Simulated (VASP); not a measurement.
# MgO (Fm-3m) in VASP: notebook

Runs on MgO. Level: PBE. Tasks: G0W0 quasiparticle levels.

Everything below comes from runs of VASP 6.6.1. Logs are shortened: lines on timing, memory, paths and dates and some standing lists are left out, and cuts for length are marked.

### Step 1. The cell of the first run

It takes space group Fm-3m (No. 225, cubic). The conventional cell has a = 4.211 Å, b = 4.211 Å, c = 4.211 Å, α = 90.00°, β = 90.00°, γ = 90.00°. Mg (site symmetry m-3m) has 6 O at 2.11 Å within 2.8 Å. Within 2.8 Å of O (site symmetry m-3m) lie 6 Mg at 2.11 Å.

### Step 2. G0W0 quasiparticle levels, PBE

File POSCAR:

```
MgO
1.0
    0.0000000000      2.1055000000      2.1055000000
    2.1055000000      0.0000000000      2.1055000000
    2.1055000000      2.1055000000      0.0000000000
Mg O
1 1
Direct
    0.0000000000      0.0000000000      0.0000000000
    0.5000000000      0.5000000000      0.5000000000
```

File INCAR.step1:

```
PREC = Accurate
ENCUT = 500
EDIFF = 1E-8
ISMEAR = 0
SIGMA = 0.01
LREAL = False
LASPH = True
NELM = 100
ALGO = Normal
LWAVE = True
LCHARG = False
GGA = PE
```

File INCAR.step2:

```
PREC = Accurate
ENCUT = 500
EDIFF = 1E-8
ISMEAR = 0
SIGMA = 0.01
LREAL = False
LASPH = True
NELM = 1
ALGO = Exact
LWAVE = True
LCHARG = False
GGA = PE
NBANDS = 726
LOPTICS = True
ISTART = 1
```

File INCAR.step3:

```
PREC = Accurate
ENCUT = 500
EDIFF = 1E-8
ISMEAR = 0
SIGMA = 0.01
LREAL = False
LASPH = True
ALGO = EVGW0
LWAVE = False
LCHARG = False
GGA = PE
NELMGW = 1
NBANDS = 726
ENCUTGW = 200
NOMEGA = 48
PRECFOCK = Fast
ISTART = 1
NBANDSGW = 12
```

File KPOINTS:

```
regular mesh
0
Gamma
  2 2 2
```

Potentials or basis: VASP PAW PBE potentials, release 64 (Mg_GW, O_GW).

Command:

```bash
$ cat potpaw_PBE.64/Mg_GW/POTCAR potpaw_PBE.64/O_GW/POTCAR > POTCAR
$ cp INCAR.step1 INCAR
$ mpirun -np 1 vasp_std > vasp.out
$ cp INCAR.step2 INCAR
$ mpirun -np 1 vasp_std > vasp.out
$ cp INCAR.step3 INCAR
$ mpirun -np 1 vasp_std > vasp.out
```

OUTCAR:

```text
PREC = Accurate
   ENCUT = 500
   EDIFF = 1E-8
   ISMEAR = 0
   LREAL = False
   LASPH = True
   GGA = PE
   NELMGW = 1
   ENCUTGW = 200
   PRECFOCK = Fast
   ISTART = 1

 ion  position               nearest neighbor table
   1  0.000  0.000  0.000-   2 2.11   2 2.11   2 2.11   2 2.11   2 2.11   2 2.11
   2  0.500  0.500  0.500-   1 2.11   1 2.11   1 2.11   1 2.11   1 2.11   1 2.11

  LATTYP: Found a face centered cubic cell.
 ALAT       =     4.2110000000

  Lattice vectors:

 A1 = (   0.0000000000,   2.1055000000,   2.1055000000)
 A2 = (   2.1055000000,   0.0000000000,   2.1055000000)
 A3 = (   2.1055000000,   2.1055000000,   0.0000000000)

Analysis of symmetry for initial positions (statically):
=====================================================================
 Subroutine PRICEL returns:
 Original cell was already a primitive cell.

 Routine SETGRP: Setting up the symmetry group for a
 face centered cubic supercell.

 Subroutine GETGRP returns: Found 48 space group operations
 (whereof 48 operations were pure point group operations)
 out of a pool of 48 trial point group operations.

The static configuration has the point symmetry O_h .

Analysis of symmetry for dynamics (positions and initial velocities):
=====================================================================
 Subroutine PRICEL returns:
 Original cell was already a primitive cell.

 Routine SETGRP: Setting up the symmetry group for a
 face centered cubic supercell.

 Subroutine GETGRP returns: Found 48 space group operations
 (whereof 48 operations were pure point group operations)
 out of a pool of 48 trial point group operations.

The dynamic configuration has the point symmetry O_h .

 Subroutine INISYM returns: Found 48 space group operations
 (whereof 48 operations are pure point group operations),
 and found     1 'primitive' translations

----------------------------------------------------------------------------------------

                                     Primitive cell

  volume of cell :      18.6679

  direct lattice vectors                    reciprocal lattice vectors
     0.000000000  2.105500000  2.105500000    -0.237473284  0.237473284  0.237473284
     2.105500000  0.000000000  2.105500000     0.237473284 -0.237473284  0.237473284
     2.105500000  2.105500000  0.000000000     0.237473284  0.237473284 -0.237473284

  length of vectors
     2.977626656  2.977626656  2.977626656     0.411315794  0.411315794  0.411315794

  position of ions in fractional coordinates (direct lattice)
     0.000000000  0.000000000  0.000000000
     0.500000000  0.500000000  0.500000000

  ion indices of the primitive-cell ions
   primitive index   ion index
                 1           1
                 2           2

----------------------------------------------------------------------------------------

 KPOINTS: regular mesh

Automatic generation of k-mesh.
 Grid dimensions read from file:
 generate k-points for:    2    2    2

 Generating k-lattice:

  Cartesian coordinates                     Fractional coordinates (reciprocal lattice)
    -0.118736642  0.118736642  0.118736642     0.500000000  0.000000000  0.000000000
     0.118736642 -0.118736642  0.118736642     0.000000000  0.500000000  0.000000000
     0.118736642  0.118736642 -0.118736642     0.000000000  0.000000000  0.500000000

  Length of vectors
     0.205657897  0.205657897  0.205657897

  Shift w.r.t. Gamma in fractional coordinates (k-lattice)
     0.000000000  0.000000000  0.000000000

 Subroutine IBZKPT returns following result:
 ===========================================

 Found      3 irreducible k-points:

 Following reciprocal coordinates:
            Coordinates               Weight
  0.000000  0.000000  0.000000      1.000000
  0.500000  0.000000  0.000000      4.000000
  0.500000  0.500000  0.000000      3.000000
   k-points           NKPTS =      3   k-points in BZ     NKDIM =      8   number of bands    NBANDS=    726
   number of dos      NEDOS =    301   number of ions     NIONS =      2
   total plane-waves  NPLWV =  13824
   dimension x,y,z NGX =    24 NGY =   24 NGZ =   24
   dimension x,y,z NGXF=    48 NGYF=   48 NGZF=   48
   ions per type =               1   1
   NGX,Y,Z   is equivalent  to a cutoff of  13.40, 13.40, 13.40 a.u.
   NGXF,Y,Z  is equivalent  to a cutoff of  26.80, 26.80, 26.80 a.u.
 SYSTEM =  unknown system
   PREC   = accura    normal or accurate (medium, high low for compatibility)
   ISTART =      1    job   : 0-new  1-cont  2-samecut
   ICHARG =      0    charge: 1-file 2-atom 10-const
   ISPIN  =      1    spin polarized calculation?
   LNONCOLLINEAR =      F non collinear calculations
   LSORBIT =      F    spin-orbit coupling
   LASPH  =      T    aspherical Exc in radial PAW
   ENCUT  =  500.0 eV  36.75 Ry    6.06 a.u.   5.43  5.43  5.43*2*pi/ulx,y,z
   NELM   =     60;   NELMIN=  2; NELMDL=  0     # of ELM steps
   EDIFF  = 0.1E-07   stopping-criterion for ELM
   LREAL  =      F    real-space projection
   EDIFFG = 0.1E-06   stopping-criterion for IOM
   NSW    =      0    number of steps for IOM
   IBRION =     -1    ionic relax: 0-MD 1-quasi-New 2-CG
   NFREE  =      0    steps in history (QN), initial steepest desc. (CG)
   ISIF   =      0    stress and relaxation
   ISYM   =      3    0-nonsym 1-usesym 2-fastsym
   POTIM  = 0.5000    time-step for ionic-motion
   TEBEG  =    0.0;   TEEND  =   0.0 temperature during run
   PSTRESS=    0.0 pullay stress
   NELECT =       8.0000    total number of electrons
   NUPDOWN=      -1.0000    fix difference up-down
   EMIN   =  10.00;   EMAX   =-10.00  energy-range for DOS
   EFERMI =   0.00;   METHOD = LEGACY
   ISMEAR =     0;   SIGMA  =   0.01  broadening in eV -4-tet -1-fermi 0-gaus
   EFERMI_NEDOS =   21; number of points for ismear=-14 and -15
   IALGO  =     38    algorithm
   IMIX   =      4    mixing-type and parameters
     AMIX     =   0.40;   BMIX     =  1.00
     AMIX_MAG =   1.60;   BMIX_MAG =  1.00
  volume/ion in A,a.u.               =       9.33        62.99
  Fermi-wavevector in a.u.,A,eV,Ry     =   1.234259  2.332411 20.727046  1.523395
  Thomas-Fermi vector in A             =   2.368956
   LORBIT       =      0    0 simple, 1 ext, 2 COOP (PROOUT), +10 PAW based schemes
   GGA     = PE    functional components
   LHFCALC =     T    Hartree Fock is set to
   PRECFOCK=fast      Normal, Fast or Accurate (Low or Medium for compatibility)
   ENCUT4O =  -1.0   cutoff for four orbital integrals eV
   NKREDX  =     1    reduce k-point grid by
   NKREDY  =     1    reduce k-point grid by
   NKREDZ  =     1    reduce k-point grid by
   AEXX    =    1.0000 exact exchange contribution
   HFSCREEN=    0.0000 screening length (either q_TF or 0.3 A-1)
   HFSCREENC=   0.0000 screening length for correlation (either q_TF or 0.3 A-1)
   ENCUTFOCK=  -1.0 apply spherical cutoff to Coloumb kernel
   IVDW    =     0    specifies the selected vdW correction
   LEPSILON=     F    determine dielectric tensor
   LRPA    =     F    only Hartree local field effects (RPA)
   LRPAFORCE           =     F    calculate RPA forces
   ENCUTGW             = 200.0    cutoff for response function in eV
   ENCUTGWSOFT         = 160.0    soft cutoff for Coulomb kernel in GW response function in eV
   ENCUTLF             =  -1.0    cutoff for local field effects
   NELMGW              =     1    number of iterations in solving QP/BSE equation
   NELMHF              =     1    number of iterations in the inner HF iteration
   NKREDLFX            =     1    NKREDLFY  =   1   NKREDLFZ  =   1
 non-spin polarized calculation
 Gauss-broadening in eV      SIGMA  =   0.01
  energy-cutoff  :      500.00
  volume of cell :       18.67
 maximum number of plane-waves:       476
 NGX is ok and might be reduce to    24
  NGX = 12; NGY = 12; NGZ = 12
   NGX = 11   NGY = 11   NGZ = 11
 maximum number of plane-waves:       120

 QP shifts <psi_nk| G(iteration)W_0 |psi_nk>: iteration 1
 for sc-GW calculations column KS-energies equals QP-energies in previous step
 and V_xc(KS)=  KS-energies - (<T + V_ion + V_H > + <T+V_H+V_ion>^1  + <V_x>^1)

 k-point   1 :       0.0000    0.0000    0.0000
  band No.  KS-energies  QP-energies   sigma(KS)   V_xc(KS)     V^pw_x(r,r')   Z            occupation Imag(sigma)

      1     -13.6537     -16.2902     -21.4649     -18.0055     -29.7069       0.7622       2.0000       1.2391
      2       3.6850       2.3455     -21.4272     -19.6833     -25.9711       0.7681       2.0000       0.2356
      3       3.6850       2.3455     -21.4272     -19.6833     -25.9711       0.7681       2.0000       0.2356
      4       3.6850       2.3455     -21.4272     -19.6833     -25.9711       0.7681       2.0000       0.2356
      5       8.1678       9.0058     -11.0610     -12.1429      -6.4959       0.7745       0.0000      -0.1769
      6      19.0813      19.6865      -8.1352      -8.8994      -2.8153       0.7918       0.0000      -0.1956
      7      19.0813      19.6865      -8.1352      -8.8994      -2.8153       0.7918       0.0000      -0.1956
      8      19.0813      19.6865      -8.1352      -8.8994      -2.8153       0.7918       0.0000      -0.1956
      9      23.0907      22.9454      -7.7612      -7.5740      -1.4619       0.7764       0.0000      -0.7320
     10      24.7501      25.6477      -8.6652      -9.8061      -3.1631       0.7867       0.0000      -0.2069
     11      24.7501      25.6477      -8.6652      -9.8061      -3.1631       0.7867       0.0000      -0.2069
     12      27.2693      28.3381      -8.1115      -9.3913      -1.8157       0.8352       0.0000      -0.7316

 k-point   2 :       0.5000    0.0000    0.0000
  band No.  KS-energies  QP-energies   sigma(KS)   V_xc(KS)     V^pw_x(r,r')   Z            occupation Imag(sigma)

      1     -12.3161     -14.7165     -22.8450     -19.4248     -30.9710       0.7018       2.0000       1.0786
      2      -1.1346      -2.8821     -16.8636     -14.5475     -21.1768       0.7545       2.0000       0.2079
      3       3.0010       1.5952     -20.7891     -18.9544     -25.3627       0.7663       2.0000       0.2346
      4       3.0010       1.5952     -20.7891     -18.9544     -25.3627       0.7663       2.0000       0.2346
      5      11.2647      11.8637      -9.3143     -10.0790      -4.3781       0.7833       0.0000      -0.1407
      6      16.1992      17.4818     -13.9748     -15.6745      -8.8727       0.7546       0.0000      -0.2286
      7      19.5116      20.3325      -8.1697      -9.2082      -2.8491       0.7905       0.0000      -0.1686
      8      19.5116      20.3325      -8.1697      -9.2082      -2.8491       0.7905       0.0000      -0.1686
      9      24.1112      24.6844      -7.4294      -8.1504      -1.3801       0.7951       0.0000      -0.5823
     10      25.8613      26.6626      -9.3777     -10.4281      -3.1294       0.7629       0.0000      -0.5137
     11      25.8613      26.6626      -9.3777     -10.4281      -3.1294       0.7629       0.0000      -0.5137
     12      31.8658      32.7586      -9.3758     -10.5429      -3.1162       0.7650       0.0000      -0.7124

 k-point   3 :       0.5000    0.5000    0.0000
  band No.  KS-energies  QP-energies   sigma(KS)   V_xc(KS)     V^pw_x(r,r')   Z            occupation Imag(sigma)

      1     -12.0409     -14.5408     -23.1863     -19.7807     -31.2760       0.7341       2.0000       1.0894
      2      -0.5795      -2.3382     -17.3144     -14.9960     -21.6574       0.7586       2.0000       0.2108
      3       2.2681       0.7614     -20.0284     -18.0417     -24.5446       0.7584       2.0000       0.2403
      4       2.2681       0.7614     -20.0284     -18.0417     -24.5446       0.7584       2.0000       0.2403
      5      12.4359      12.7967      -7.8970      -8.3484      -2.9064       0.7993       0.0000      -0.1470
      6      13.2245      14.0278      -8.5136      -9.5313      -3.5282       0.7893       0.0000      -0.1529
      7      16.6850      17.8624     -13.6538     -15.2067      -8.3598       0.7582       0.0000      -0.2028
      8      22.3234      23.5235     -10.8046     -12.3784      -4.7725       0.7625       0.0000      -0.3682
      9      22.3234      23.5235     -10.8046     -12.3784      -4.7725       0.7625       0.0000      -0.3682
     10      28.6235      29.8962      -9.9462     -11.5628      -3.8605       0.7872       0.0000      -0.5963
     11      30.0854      31.2358      -8.8715     -10.3349      -3.2041       0.7861       0.0000      -0.2908
     12      34.0310      34.5578      -7.7045      -8.3863      -1.4597       0.7726       0.0000      -0.6965
```

Wall time 10 s (1 thread of Intel Xeon 6975P-C (Granite Rapids), shared host); peak memory 0.18 GiB.

What came out:

| Quantity | Value |
| --- | --- |
| Quasiparticle gap | 6.66 eV |
| Least direct quasiparticle gap | 6.66 eV |
| Band gap of the starting levels on the mesh | 4.48 eV |
| Least direct gap of the starting levels on the mesh | 4.48 eV |

Caveat: the k points lie up to 1.29 Å⁻¹ apart, too coarse for converged energies, forces and pressures; bands, screening cutoff and mesh are small and nothing is extrapolated, so the quasiparticle values aren't converged.

### Step 3. G0W0 quasiparticle levels, PBE

POSCAR is that of step 2.

File INCAR.step1:

```
PREC = Accurate
ENCUT = 500
EDIFF = 1E-8
ISMEAR = 0
SIGMA = 0.01
LREAL = F
LASPH = T
NELM = 60
ALGO = Normal
LWAVE = T
LCHARG = F
GGA = PE
```

File INCAR.step2:

```
PREC = Accurate
ENCUT = 500
EDIFF = 1E-8
ISMEAR = 0
SIGMA = 0.01
LREAL = F
LASPH = T
NELM = 1
ALGO = Exact
LWAVE = T
LCHARG = F
GGA = PE
NBANDS = 323
LOPTICS = T
ISTART = 1
```

File INCAR.step3:

```
PREC = Accurate
ENCUT = 500
EDIFF = 1E-8
ISMEAR = 0
SIGMA = 0.01
LREAL = F
LASPH = T
ALGO = EVGW0
LWAVE = F
LCHARG = F
GGA = PE
NELMGW = 1
NBANDS = 323
ENCUTGW = 200
NOMEGA = 48
PRECFOCK = Fast
ISTART = 1
NBANDSGW = 12
```

KPOINTS is that of step 2.

Potentials or basis: VASP PAW PBE potentials, release 64 (Mg_GW, O_GW).

Command:

```bash
$ cat potpaw_PBE.64/Mg_GW/POTCAR potpaw_PBE.64/O_GW/POTCAR > POTCAR
$ cp INCAR.step1 INCAR
$ mpirun -np 1 vasp_std > vasp.out
$ cp INCAR.step2 INCAR
$ mpirun -np 1 vasp_std > vasp.out
$ cp INCAR.step3 INCAR
$ mpirun -np 1 vasp_std > vasp.out
```

OUTCAR:

```text
PREC = Accurate
   ENCUT = 500
   EDIFF = 1E-8
   ISMEAR = 0
   LREAL = F
   LASPH = T
   GGA = PE
   NELMGW = 1
   ENCUTGW = 200
   PRECFOCK = Fast
   ISTART = 1

 ion  position               nearest neighbor table
   1  0.000  0.000  0.000-   2 2.11   2 2.11   2 2.11   2 2.11   2 2.11   2 2.11
   2  0.500  0.500  0.500-   1 2.11   1 2.11   1 2.11   1 2.11   1 2.11   1 2.11
[... 178 lines left out ...]
      2       3.6850       2.3609     -21.4159     -19.6833     -25.9711       0.7642       2.0000       0.2316
      3       3.6850       2.3609     -21.4159     -19.6833     -25.9711       0.7642       2.0000       0.2316
      4       3.6850       2.3609     -21.4159     -19.6833     -25.9711       0.7642       2.0000       0.2316
      5       8.1678       9.0134     -11.0607     -12.1429      -6.4959       0.7813       0.0000      -0.2041
      6      19.0813      19.6955      -8.1251      -8.8994      -2.8153       0.7932       0.0000      -0.2007
      7      19.0813      19.6955      -8.1251      -8.8994      -2.8153       0.7932       0.0000      -0.2007
      8      19.0813      19.6955      -8.1251      -8.8994      -2.8153       0.7932       0.0000      -0.2007
      9      23.0907      22.9492      -7.7640      -7.5740      -1.4619       0.7445       0.0000      -0.7416
     10      24.7501      25.6492      -8.6693      -9.8061      -3.1631       0.7909       0.0000      -0.2137
     11      24.7501      25.6492      -8.6693      -9.8061      -3.1631       0.7909       0.0000      -0.2137
     12      27.2693      28.3320      -8.1124      -9.3913      -1.8157       0.8310       0.0000      -0.7542
[... 20 lines left out ...]
      1     -12.0409     -14.5049     -23.1550     -19.7807     -31.2760       0.7302       2.0000       1.1070
      2      -0.5795      -2.3269     -17.3038     -14.9960     -21.6574       0.7572       2.0000       0.2080
      3       2.2681       0.7718     -20.0084     -18.0417     -24.5446       0.7608       2.0000       0.2230
      4       2.2681       0.7718     -20.0084     -18.0417     -24.5446       0.7608       2.0000       0.2230
      5      12.4359      12.7983      -7.8967      -8.3484      -2.9064       0.8024       0.0000      -0.1577
      6      13.2245      14.0282      -8.5175      -9.5313      -3.5282       0.7928       0.0000      -0.1590
      7      16.6850      17.8543     -13.6635     -15.2067      -8.3598       0.7577       0.0000      -0.2259
      8      22.3234      23.4977     -10.8231     -12.3784      -4.7725       0.7550       0.0000      -0.3647
      9      22.3234      23.4977     -10.8231     -12.3784      -4.7725       0.7550       0.0000      -0.3647
     10      28.6235      29.8796      -9.9508     -11.5628      -3.8605       0.7792       0.0000      -0.6100
     11      30.0854      31.2303      -8.8742     -10.3349      -3.2041       0.7838       0.0000      -0.2971
     12      34.0310      34.5635      -7.7025      -8.3863      -1.4597       0.7788       0.0000      -0.7117
```

OUTCAR.step2:

```text
PREC = Accurate
   ENCUT = 500
   EDIFF = 1E-8
   ISMEAR = 0
   LREAL = F
[... 589 lines left out ...]
     0.00000     6.25079     6.25079     6.25079    -0.00000    -0.00000     0.00000
     4.65133     3.50084     3.50084     3.50084    -0.00000    -0.00000     0.00000
     9.30265     0.78725     0.78725     0.78725     0.00000     0.00000    -0.00000
    13.95398     0.71196     0.71196     0.71196     0.00000    -0.00000     0.00000
    18.60531    -1.19645    -1.19645    -1.19645     0.00000     0.00000    -0.00000
    23.25663    -0.03664    -0.03664    -0.03664     0.00000     0.00000    -0.00000
[... 92 lines left out ...]
   455.82999     0.99662     0.99662     0.99662     0.00000     0.00000    -0.00000
   460.48132     0.99669     0.99669     0.99669     0.00000     0.00000    -0.00000
```

It took 6.6 s on 1 thread of Intel Xeon 6975P-C (Granite Rapids), shared host; peak memory 0.16 GiB.

Results:

```yaml
Quasiparticle_gap: 6.65 eV
Least_direct_quasiparticle_gap: 6.65 eV
Band_gap_of_the_starting_levels_on_the_mesh: 4.48 eV
Least_direct_gap_of_the_starting_levels_on_the_mesh: 4.48 eV
```

Caveat: the k points lie up to 1.29 Å⁻¹ apart, too coarse for converged energies, forces and pressures; bands, screening cutoff and mesh are small and nothing is extrapolated, so the quasiparticle values aren't converged.

(Continued in part 2 of 2.)
